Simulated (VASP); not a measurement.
## NaH3: single point with PBE

The system is NaH3.

```
CELL_PARAMETERS angstrom
-0.00984 0.00386 4.57666
6.17472 0.77041 -0.00224
-2.43061 3.88143 -0.00872
ATOMIC_POSITIONS crystal
Na 0.25006 0.62526 0.87524
Na 0.74995 0.62475 0.37476
H 0.24997 0.62508 0.37513
H 0.74978 0.17165 0.84237
H 0.24991 0.17139 0.34206
H 0.75006 0.07864 0.90796
H 0.25023 0.07838 0.40766
H 0.75004 0.62486 0.87483
```

```json
{
  "Program": "VASP 6.6.1",
  "Task": "single point",
  "Functional": "PBE",
  "Potentials or basis": "VASP PAW PBE potentials, release 64 (Na_pv, H)",
  "Cutoff": "520 eV",
  "k mesh": "6 × 6 × 6",
  "Occupations": "gaussian, width 0.1 eV",
  "Spin": "no spin polarisation",
  "Dipole correction": "no",
  "Further INCAR settings": "ALGO = Normal; EDIFF = 1e-06; NBANDS = 20"
}
```

The pressure is -0.1 GPa. The largest force is 0.011 eV/Å. The band gap on the k mesh is 2.97 eV.

Forces on the atoms (eV/Å):
```
Na   0.000 -0.001 -0.001
Na  -0.001  0.001  0.001
H    0.000 -0.001  0.000
H   -0.010  0.001  0.000
H   -0.011  0.002  0.000
H    0.010 -0.002  0.000
H    0.011 -0.002  0.000
H    0.000  0.001  0.000
```

Levels at points of the mesh, in eV from the valence-band top:
```tsv
k point	band 7	band 8	band 9	band 10	band 11	band 12	band 13	band 14
(0.00, 0.00, 0.00)	-7.11	-5.96	-2.37	0.00	2.97	5.01	5.50	6.64
(0.50, 0.00, 0.00)	-6.53	-6.53	-1.26	-1.26	4.42	4.42	5.64	5.64
(0.00, 0.50, 0.00)	-7.03	-5.95	-2.78	-0.08	4.84	5.62	5.70	6.35
(0.50, 0.50, 0.00)	-6.49	-6.49	-1.49	-1.49	4.88	4.88	5.66	5.66
(0.00, 0.00, 0.50)	-6.50	-6.50	-1.34	-1.34	4.04	4.04	5.39	5.39
(0.50, 0.00, 0.50)	-6.44	-6.44	-0.92	-0.91	3.07	3.08	3.90	3.92
(0.00, 0.50, 0.50)	-6.51	-6.50	-1.44	-1.43	5.05	5.05	5.46	5.46
(0.50, 0.50, 0.50)	-6.44	-6.44	-1.13	-1.13	4.25	4.25	4.33	4.34
```

Wall time 2 min on 1 thread of Intel(R) Xeon(R) 6975P-C (Granite Rapids) (shared host), peak memory 0.36 GiB.

A k mesh can miss the band edges.
